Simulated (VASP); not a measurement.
# CO2 (I-42d) in VASP: further runs

Runs on CO2. Level: PBE. Tasks: single point.

All numbers are computed with VASP 6.6.1; they aren't measurements. Logs are shortened: lines on timing, memory, paths and dates and some standing lists are left out, and cuts for length are marked.

**1. The cell of the first run**

The structure is tetragonal, space group I-42d (No. 122). The conventional cell has a = 3.800 Å, b = 3.800 Å, c = 5.927 Å, α = 90.00°, β = 90.00°, γ = 90.00°. Within 1.9 Å of C (site symmetry -4) lie 4 O at 1.39 Å. O (site symmetry 2) has 2 C at 1.39 Å within 1.9 Å.

**2. Single point, PBE (7.13 Å³/atom)**

The input, INCAR:

```
SYSTEM = CO2
  ALGO = Normal
  EDIFF = 1E-6
  ENCUT = 520
  GGA = PE
  ISIF = 2
  ISMEAR = 0
  LASPH = .True.
  LCHARG = .False.
  LREAL = .False.
  LWAVE = .False.
  NBANDS = 25
  NELM = 100
  PREC = Accurate
  SIGMA = 0.02
```

The input, KPOINTS:

```
k-points
0
Gamma
  8 8 8
  0 0 0
```

The input, POSCAR:

```
CO2
1.0
   -1.9000675934      1.9000675934      2.9632897163
    1.9000675934     -1.9000675934      2.9632897163
    1.9000675934      1.9000675934     -2.9632897163
C O
2 4
Direct
    0.0000000000      0.0000000000      0.0000000000
    0.7500000000      0.2500000000      0.5000000000
    0.3750000000      0.3051771590      0.4301771590
    0.6948228410      0.1250000000      0.0698228410
    0.8750000000      0.9448228410      0.5698228410
    0.0551771590      0.6250000000      0.9301771590
```

Potentials or basis: VASP PAW PBE potentials, release 64 (C, O).

On the command line:

```console
$ cat potpaw_PBE.64/C/POTCAR potpaw_PBE.64/O/POTCAR > POTCAR
$ mpirun -np 1 vasp_std > vasp.out
```

OUTCAR:

```text
SYSTEM = CO2
   EDIFF = 1E-6
   ENCUT = 520
   GGA = PE
   ISIF = 2
   ISMEAR = 0
   LASPH = .True.
   LREAL = .False.
   NELM = 100
   PREC = Accurate

 ion  position               nearest neighbor table
   1  0.000  0.000  0.000-   6 1.39   4 1.39   5 1.39   3 1.39
   2  0.750  0.250  0.500-   3 1.39   4 1.39   5 1.39   6 1.39
   3  0.375  0.305  0.430-   2 1.39   1 1.39
   4  0.695  0.125  0.070-   1 1.39   2 1.39
   5  0.875  0.945  0.570-   1 1.39   2 1.39
   6  0.055  0.625  0.930-   1 1.39   2 1.39

  LATTYP: Found a body centered tetragonal cell.
 ALAT       =     3.8001351868
 C/A-ratio  =     1.5595706840

  Lattice vectors:

 A1 = (  -1.9000675934,   1.9000675934,   2.9632897163)
 A2 = (   1.9000675934,  -1.9000675934,   2.9632897163)
 A3 = (   1.9000675934,   1.9000675934,  -2.9632897163)

Analysis of symmetry for initial positions (statically):
=====================================================================
 Subroutine PRICEL returns:
 Original cell was already a primitive cell.

 Routine SETGRP: Setting up the symmetry group for a
 body centered tetragonal supercell.

 Subroutine GETGRP returns: Found  8 space group operations
 (whereof  4 operations were pure point group operations)
 out of a pool of 16 trial point group operations.

The static configuration has the point symmetry S_4 .
 The point group associated with its full space group is D_2d.

Analysis of symmetry for dynamics (positions and initial velocities):
=====================================================================
 Subroutine PRICEL returns:
 Original cell was already a primitive cell.

 Routine SETGRP: Setting up the symmetry group for a
 body centered tetragonal supercell.

 Subroutine GETGRP returns: Found  8 space group operations
 (whereof  4 operations were pure point group operations)
 out of a pool of 16 trial point group operations.

The dynamic configuration has the point symmetry S_4 .
 The point group associated with its full space group is D_2d.

 Subroutine INISYM returns: Found  8 space group operations
 (whereof  4 operations are pure point group operations),
 and found     1 'primitive' translations

----------------------------------------------------------------------------------------

                                     Primitive cell

  volume of cell :      42.7929

  direct lattice vectors                    reciprocal lattice vectors
    -1.900067593  1.900067593  2.963289716     0.000000000  0.263148533  0.168731392
     1.900067593 -1.900067593  2.963289716     0.263148533  0.000000000  0.168731392
     1.900067593  1.900067593 -2.963289716     0.263148533  0.263148533  0.000000000

  length of vectors
     4.000199953  4.000199953  4.000199953     0.312597878  0.312597878  0.372148224

  position of ions in fractional coordinates (direct lattice)
     0.000000000  0.000000000  0.000000000
     0.750000000  0.250000000  0.500000000
     0.375000000  0.305177159  0.430177159
     0.694822841  0.125000000  0.069822841
     0.875000000  0.944822841  0.569822841
     0.055177159  0.625000000  0.930177159

  ion indices of the primitive-cell ions
   primitive index   ion index
                 1           1
                 2           2
                 3           3
                 4           4
                 5           5
                 6           6

----------------------------------------------------------------------------------------

 KPOINTS: k-points

Automatic generation of k-mesh.
 Grid dimensions read from file:
 generate k-points for:    8    8    8

 Generating k-lattice:

  Cartesian coordinates                     Fractional coordinates (reciprocal lattice)
     0.000000000  0.032893567  0.021091424     0.125000000  0.000000000 -0.000000000
     0.032893567  0.000000000  0.021091424     0.000000000  0.125000000 -0.000000000
     0.032893567  0.032893567  0.000000000     0.000000000  0.000000000  0.125000000

  Length of vectors
     0.039074735  0.039074735  0.046518528

  Shift w.r.t. Gamma in fractional coordinates (k-lattice)
     0.000000000  0.000000000  0.000000000

 Subroutine IBZKPT returns following result:
 ===========================================

 Found     59 irreducible k-points:

 Following reciprocal coordinates:
            Coordinates               Weight
  0.000000  0.000000  0.000000      1.000000
  0.125000  0.000000  0.000000      8.000000
  0.250000  0.000000  0.000000      8.000000
  0.375000 -0.000000  0.000000      8.000000
  0.500000  0.000000  0.000000      4.000000
  0.125000  0.125000  0.000000      8.000000
[... 16 lines left out ...]
  0.250000  0.125000  0.125000     16.000000
  0.375000  0.125000  0.125000      8.000000
 [... further k-points ...]
   k-points           NKPTS =     59   k-points in BZ     NKDIM =     59   number of bands    NBANDS=     25
   number of dos      NEDOS =    301   number of ions     NIONS =      6
   total plane-waves  NPLWV =  27000
   dimension x,y,z NGX =    30 NGY =   30 NGZ =   30
   dimension x,y,z NGXF=    60 NGYF=   60 NGZF=   60
   ions per type =               2   4
   NGX,Y,Z   is equivalent  to a cutoff of  12.47, 12.47, 12.47 a.u.
   NGXF,Y,Z  is equivalent  to a cutoff of  24.94, 24.94, 24.94 a.u.
 SYSTEM =  CO2
   PREC   = accura    normal or accurate (medium, high low for compatibility)
   ISTART =      0    job   : 0-new  1-cont  2-samecut
   ICHARG =      2    charge: 1-file 2-atom 10-const
   ISPIN  =      1    spin polarized calculation?
   LNONCOLLINEAR =      F non collinear calculations
   LSORBIT =      F    spin-orbit coupling
   LASPH  =      T    aspherical Exc in radial PAW
   ENCUT  =  520.0 eV  38.22 Ry    6.18 a.u.   7.44  7.44  7.44*2*pi/ulx,y,z
   NELM   =    100;   NELMIN=  2; NELMDL= -5     # of ELM steps
   EDIFF  = 0.1E-05   stopping-criterion for ELM
   LREAL  =      F    real-space projection
   EDIFFG = 0.1E-04   stopping-criterion for IOM
   NSW    =      0    number of steps for IOM
   IBRION =     -1    ionic relax: 0-MD 1-quasi-New 2-CG
   NFREE  =      0    steps in history (QN), initial steepest desc. (CG)
   ISIF   =      2    stress and relaxation
   ISYM   =      2    0-nonsym 1-usesym 2-fastsym
   POTIM  = 0.5000    time-step for ionic-motion
   TEBEG  =    0.0;   TEEND  =   0.0 temperature during run
   PSTRESS=    0.0 pullay stress
   NELECT =      32.0000    total number of electrons
   NUPDOWN=      -1.0000    fix difference up-down
   EMIN   =  10.00;   EMAX   =-10.00  energy-range for DOS
   EFERMI =   0.00;   METHOD = LEGACY
   ISMEAR =     0;   SIGMA  =   0.02  broadening in eV -4-tet -1-fermi 0-gaus
   EFERMI_NEDOS =   21; number of points for ismear=-14 and -15
   IALGO  =     38    algorithm
   IMIX   =      4    mixing-type and parameters
     AMIX     =   0.40;   BMIX     =  1.00
     AMIX_MAG =   1.60;   BMIX_MAG =  1.00
  volume/ion in A,a.u.               =       7.13        48.13
  Fermi-wavevector in a.u.,A,eV,Ry     =   1.485938  2.808016 30.041833  2.208012
  Thomas-Fermi vector in A             =   2.599287
   LORBIT       =      0    0 simple, 1 ext, 2 COOP (PROOUT), +10 PAW based schemes
   GGA     = PE    functional components
   LHFCALC =     F    Hartree Fock is set to
   AEXX    =    0.0000 exact exchange contribution
   IVDW    =     0    specifies the selected vdW correction
   LEPSILON=     F    determine dielectric tensor
   LRPA    =     F    only Hartree local field effects (RPA)
 non-spin polarized calculation
 Gauss-broadening in eV      SIGMA  =   0.02
  energy-cutoff  :      520.00
  volume of cell :       42.79
 maximum number of plane-waves:      1172
 NGX is ok and might be reduce to    30
   NGX = 15   NGY = 15   NGZ = 15

 number of electron      32.0000001 magnetization

 Free energy of the ion-electron system (eV)
  ---------------------------------------------------
  ext. energy  EPLUGINS =         0.00000000
  ---------------------------------------------------
  free energy    TOTEN  =       -43.20607954 eV

  energy without entropy =      -43.20607954  energy(sigma->0) =      -43.20607954

 E-fermi :   3.3721     XC(G=0): -11.6502

 val. band max:        3.1826812030   @ k =   0.5000   0.0000   0.0000
 cond. band min:      10.8950995991   @ k =   0.0000   0.0000   0.0000
 fundamental gap:      7.7124183961
 Fermi energy:         3.3721035397

 k-point     1 :       0.0000    0.0000    0.0000
  band No.  band energies     occupation
      1     -21.4200      2.00000
      2     -15.9721      2.00000
      3     -15.9721      2.00000
      4     -15.2819      2.00000
      5     -11.3928      2.00000
      6      -6.7095      2.00000
[... 17 lines left out ...]
     24      18.5043      0.00000
     25      18.5043      0.00000

 k-point     2 :       0.1250    0.0000    0.0000
  band No.  band energies     occupation
      1     -21.3084      2.00000
      2     -16.2184      2.00000
      3     -16.0067      2.00000
      4     -15.4274      2.00000
      5     -11.0741      2.00000
      6      -6.7017      2.00000
[... 17 lines left out ...]
     24      18.5370      0.00000
     25      18.6288      0.00000

 k-point     3 :       0.2500    0.0000    0.0000
  band No.  band energies     occupation
      1     -20.9931      2.00000
      2     -16.9315      2.00000
      3     -16.0736      2.00000
      4     -15.5988      2.00000
      5     -10.4358      2.00000
      6      -6.6947      2.00000
[... 552 lines left out ...]
 k-point    23 :       0.2500    0.1250    0.1250
  band No.  band energies     occupation
      1     -20.2731      2.00000
      2     -18.0383      2.00000
      3     -16.2425      2.00000
      4     -15.8305      2.00000
      5      -9.5294      2.00000
      6      -7.3151      2.00000
[... 17 lines left out ...]
     24      18.0023      0.00000
     25      19.0559      0.00000

 k-point    24 :       0.3750    0.1250    0.1250
  band No.  band energies     occupation
      1     -20.0066      2.00000
      2     -18.3911      2.00000
      3     -16.2603      2.00000
      4     -15.8911      2.00000
      5      -9.3240      2.00000
      6      -7.2818      2.00000
[... 17 lines left out ...]
     24      17.8011      0.00000
     25      19.4122      0.00000

 [... further k-points ...]

------------------------ aborting loop because EDIFF is reached ----------------------------------------

  FORCE on cell =-STRESS in cart. coord.  units (eV):
  Direction    XX          YY          ZZ          XY          YZ          ZX
  --------------------------------------------------------------------------------------
  -------------------------------------------------------------------------------------
  Total        4.5924464      4.5924464      4.5615408      0.0000000      0.0000000      0.0000000
  in kB      171.9421979    171.9421979    170.7850842      0.0000000      0.0000000      0.0000000
  external PRESSURE =     171.5564933 kB  Pullay stress =       0.0000000 kB

 VOLUME and BASIS-vectors are now :
 -----------------------------------------------------------------------------
  energy-cutoff  :      520.00
  volume of cell :       42.79
      direct lattice vectors                 reciprocal lattice vectors
    -1.900067593  1.900067593  2.963289716     0.000000000  0.263148533  0.168731392
     1.900067593 -1.900067593  2.963289716     0.263148533  0.000000000  0.168731392
     1.900067593  1.900067593 -2.963289716     0.263148533  0.263148533  0.000000000

 POSITION                                       TOTAL-FORCE (eV/Angst)
 -----------------------------------------------------------------------------------
      0.00000      0.00000      0.00000         0.000000      0.000000      0.000000
      0.00000      1.90007      1.48164         0.000000      0.000000      0.000000
      0.68470      0.95003      0.74082         0.091826      0.000000     -0.000000
     -0.95003      1.21537      2.22247         0.000000     -0.091826      0.000000
      1.21537      0.95003      3.70411        -0.091826      0.000000      0.000000
      2.85010      0.68470     -0.74082         0.000000      0.091826     -0.000000
 -----------------------------------------------------------------------------------
    total drift:                               -0.000000     -0.000000     -0.000001

  FREE ENERGIE OF THE ION-ELECTRON SYSTEM (eV)
  ---------------------------------------------------
  free  energy   TOTEN  =       -43.2060795430 eV

  energy  without entropy=      -43.2060795430  energy(sigma->0) =      -43.20607954
```

Wall time 61 s (1 thread of Intel Xeon Platinum 8259CL at 2.50GHz (Skylake/Cascade Lake), shared host); peak memory 0.19 GiB.

Results:

```yaml
Free_energy: -43.2061 eV
Pressure: 17.2 GPa
Largest_force: 0.092 eV/Å
Band_gap_on_the_k_mesh: 7.71 eV (least direct gap 8.03 eV)
```

Forces in eV/Å, atoms in the order of the input:
```
C    0.000  0.000  0.000
C    0.000  0.000  0.000
O    0.092  0.000  0.000
O    0.000 -0.092  0.000
O   -0.092  0.000  0.000
O    0.000  0.092  0.000
```

Stress tensor (GPa, compression positive):
```
17.19  0.00  0.00
 0.00 17.19  0.00
 0.00  0.00 17.08
```

Caveat: the cell stands under pressure. A k mesh can miss the band edges.

**3. Single point, PBE (7.37 Å³/atom)**

This run uses another cell than the first one, of 7.37 Å³/atom.

Changes to INCAR since step 2:

```diff
@@ -2,3 +2,3 @@
   ALGO = Normal
-  EDIFF = 1E-6
+  EDIFF = 1E-7
   ENCUT = 520
@@ -12,3 +12,3 @@
   NBANDS = 25
-  NELM = 100
+  NELM = 60
   PREC = Accurate
```

KPOINTS is that of step 2.

The input, POSCAR:

```
CO2
1.0
   -1.9286949169      1.9286949169      2.9707876185
    1.9286949169     -1.9286949169      2.9707876185
    1.9286949169      1.9286949169     -2.9707876185
C O
2 4
Direct
    0.0000000000      0.0000000000      0.0000000000
    0.7500000000      0.2500000000      0.5000000000
    0.3750000000      0.2997143226      0.4247143226
    0.7002856774      0.1250000000      0.0752856774
    0.8750000000      0.9502856774      0.5752856774
    0.0497143226      0.6250000000      0.9247143226
```

Potentials or basis: VASP PAW PBE potentials, release 64 (C, O).

On the command line:

```console
$ cat potpaw_PBE.64/C/POTCAR potpaw_PBE.64/O/POTCAR > POTCAR
$ mpirun -np 1 vasp_std > vasp.out
```

Run time: 67 s. Hardware: 1 thread of Intel Xeon Platinum 8259CL at 2.50GHz (Skylake/Cascade Lake), shared host; peak memory 0.19 GiB.

Results (log left out):

| Property | Result |
| --- | --- |
| Free energy | -43.3269 eV |
| Pressure | 11.1 GPa |
| Largest force | 0.087 eV/Å |
| Band gap on the k mesh | 7.71 eV (least direct gap 8.07 eV) |

Forces on the atoms (eV/Å):
```
C    0.000  0.000  0.000
C    0.000  0.000  0.000
O    0.087  0.000  0.000
O    0.000 -0.087  0.000
O   -0.087  0.000  0.000
O    0.000  0.087  0.000
```

Stress tensor (GPa, compression positive):
```
11.19  0.00  0.00
 0.00 11.19  0.00
 0.00  0.00 11.02
```

Levels at points of the mesh, in eV from the valence-band top:
```
           k point  band 13  band 14  band 15  band 16  band 17  band 18  band 19  band 20
(0.00, 0.00, 0.00)    -1.40    -0.79    -0.79    -0.36     7.71     9.62     9.62     9.68
(0.50, 0.00, 0.00)    -1.71    -1.43    -0.41     0.00     8.50     9.78    10.05    10.48
(0.50, 0.50, 0.00)    -0.59    -0.59    -0.58    -0.58     9.23     9.23    10.15    10.15
(0.50, 0.50, 0.50)    -2.88    -2.88    -0.04    -0.04     8.92     8.92    11.03    11.03
```

Caveat: the cell stands under pressure. A k mesh can miss the band edges.

**4. Single point, PBE (7.60 Å³/atom)**

This run uses another cell than the first one, of 7.60 Å³/atom.

The input, INCAR:

```
SYSTEM = CO2
PREC = Accurate ; ENCUT = 520
EDIFF = 1E-7 ; ISMEAR = 0
SIGMA = 0.02 ; LREAL = .FALSE.
LASPH = .TRUE. ; NELM = 100
ALGO = Normal ; ISIF = 2
LWAVE = .FALSE. ; LCHARG = .TRUE.
GGA = PE ; LELF = .TRUE.
LVHAR = .TRUE. ; NBANDS = 25
```

The input, KPOINTS:

```
Automatic mesh
0
G
  8 8 8
  0 0 0
```

The input, POSCAR:

```
CO2
1.0
   -1.9560393731      1.9560393731      2.9804879666
    1.9560393731     -1.9560393731      2.9804879666
    1.9560393731      1.9560393731     -2.9804879666
C O
2 4
Direct
    0.0000000000      0.0000000000      0.0000000000
    0.7500000000      0.2500000000      0.5000000000
    0.3750000000      0.2944246998      0.4194246998
    0.7055753002      0.1250000000      0.0805753002
    0.8750000000      0.9555753002      0.5805753002
    0.0444246998      0.6250000000      0.9194246998
```

On the command line:

```console
$ cat potpaw_PBE.64/C/POTCAR potpaw_PBE.64/O/POTCAR > POTCAR
$ mpirun -np 1 vasp_std > vasp.out
```

It took 68 s on 1 thread of Intel Xeon Platinum 8259CL at 2.50GHz (Skylake/Cascade Lake), shared host; peak memory 0.19 GiB.

It converged, with:

```
Free energy            : -43.3989 eV
Pressure               : 5.9 GPa
Largest force          : 0.083 eV/Å
Band gap on the k mesh : 7.68 eV (least direct gap 8.09 eV)
```

Forces on the atoms (eV/Å):
```
C    0.000  0.000  0.000
C    0.000  0.000  0.000
O    0.083  0.000  0.000
O    0.000 -0.083  0.000
O   -0.083  0.000  0.000
O    0.000  0.083  0.000
```

Stress tensor (GPa, compression positive):
```
6.00 0.00 0.00
0.00 6.00 0.00
0.00 0.00 5.76
```

Levels at points of the mesh, in eV from the valence-band top:
```csv
k point,band 13,band 14,band 15,band 16,band 17,band 18,band 19,band 20
"(0.00, 0.00, 0.00)",-1.28,-0.84,-0.84,-0.40,7.68,9.38,9.41,9.41
"(0.50, 0.00, 0.00)",-1.69,-1.39,-0.41,0.00,8.34,9.61,9.77,10.37
"(0.50, 0.50, 0.00)",-0.62,-0.62,-0.54,-0.54,9.02,9.02,10.00,10.00
"(0.50, 0.50, 0.50)",-2.85,-2.85,-0.02,-0.02,8.90,8.90,10.82,10.82
```

Caveat: the cell stands under pressure. A k mesh can miss the band edges.

**5. Overview**

| cell | gap on the mesh (eV) | pressure (GPa) | largest force (eV/Å) |
| --- | --- | --- | --- |
| a = 4.000 Å, angles 123.3, 123.3, 84.4°, 6 atoms, atomic positions A | 7.71 | 17.2 | 0.09 |
| a = 4.033 Å, angles 122.9, 122.9, 85.1°, 6 atoms, atomic positions B | 7.71 | 11.1 | 0.09 |
| a = 4.066 Å, angles 122.5, 122.5, 85.7°, 6 atoms, atomic positions C | 7.68 | 5.9 | 0.08 |

Alike in all rows: task single point; level PBE; potentials or basis VASP PAW PBE potentials, release 64 (C, O); no spin polarisation; k mesh 8 × 8 × 8; cutoff (eV) 520; smearing gaussian 0.02 eV.

Caveats: the cell stands under pressure.

Total energies depend on the potentials used, so only differences within one code and one set of settings carry meaning.
